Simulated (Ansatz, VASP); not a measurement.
**One calculation of Au, two programs**

INCAR

```
PREC = Accurate
ENCUT = 520
EDIFF = 1E-6
ISMEAR = 0
SIGMA = 0.15
LREAL = False
LASPH = True
NELM = 80
ALGO = Fast
ISIF = 2
LWAVE = False
LCHARG = False
GGA = PS
NBANDS = 12
```

File KPOINTS:

```
regular mesh
0
Gamma
  20 20 20
```

File POSCAR:

```
Au
1.0
   -1.6987007250      1.6987007250      1.6572690000
    1.6987007250     -1.6987007250      1.6572690000
    1.6987007250      1.6987007250     -1.6572690000
Au
1
Direct
    0.0000000000      0.0000000000      0.0000000000
```

Input for Ansatz:

```yaml
crystal:
  lattice:
    - [-1.698700725, 1.698700725, 1.657269]
    - [1.698700725, -1.698700725, 1.657269]
    - [1.698700725, 1.698700725, -1.657269]
  atoms:
    - { symbol: Au, position: [0.0, 0.0, 0.0] }
basis:
  ecutwfc: 420
kpoints:
  mp_grid: { grid: [20, 20, 20] }
hamiltonian:
  xc: pbesol
scf:
  occupations: { method: gaussian, width: 0.15 }
output:
  forces: true
  stress: true
  eigenvalues: true
```

Change from the starting cell: strain +0.025 along x and y, +0.000 along z, atoms carried along.

Alike in both runs: task single point; functional PBEsol; k mesh 20 × 20 × 20; occupations gaussian, width 0.15 eV; no spin polarisation.

|  | VASP | Ansatz |
| --- | --- | --- |
| version | VASP 6.6.1 | Ansatz 0.2.0 |
| potentials or method | VASP PAW PBE potentials, release 64 (Au), cutoff 520 eV | scalar-relativistic, plane waves, PAW |
| valence electrons in the cell | 11 | 19 |

Ansatz gave:

```
gap on the k mesh at the Fermi level (eV)                     : none
pressure (GPa)                                                : -14.2
traceless stress, the component that is largest in VASP (GPa) : -0.11
```

Q: Which values does VASP return?

A: gap on the k mesh at the Fermi level (eV): none; pressure (GPa): -14.3; traceless stress, the component that is largest in VASP (GPa): -0.12.

VASP's potentials were made for PBE, not for PBEsol. A gap of «none» marks a metal or a gap that the smearing closes. The functional is the same, so the differences come from potentials, cutoffs and numerics. VASP's potentials hold 11 valence electrons a cell and Ansatz's 19, so a difference there can come from the potentials and not from the codes.

Spin-orbit coupling is off throughout.
